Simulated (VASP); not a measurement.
Input of a VASP 6.6.1 run:

The input INCAR:

```
  PREC = Accurate
  ENCUT = 600
  EDIFF = 1E-7
  ISMEAR = -1
  SIGMA = 0.08
  LREAL = False
  LASPH = True
  NELM = 80
  ALGO = Normal
  ISIF = 3
  LWAVE = False
  LCHARG = False
  GGA = PE
  IBRION = 2
  NSW = 60
  EDIFFG = -0.005
  PSTRESS = 1000.0
```

Contents of KPOINTS:

```
Automatic mesh
0
Gamma
  18 18 18
```

File POSCAR:

```
Ag
1.0
    0.0000000000      1.8274276406      1.8274276406
    1.8274276406      0.0000000000      1.8274276406
    1.8274276406      1.8274276406      0.0000000000
Ag
1
Direct
    0.0000000000      0.0000000000      0.0000000000
```

Potentials or basis: VASP PAW PBE potentials, release 64 (Ag).

Command:

```console
$ cat potpaw_PBE.64/Ag/POTCAR > POTCAR
$ mpirun -np 1 vasp_std > vasp.out
```

(1) Predict the relaxed volume.

(2) What does it give for the space group after relaxing (to 0.05 Å)?

Results:

(1) 12.23 Å³/atom.

(2) Fm-3m (No. 225).

Caveat: the cell is relaxed towards a set pressure, so the enthalpy falls and the energy may rise.
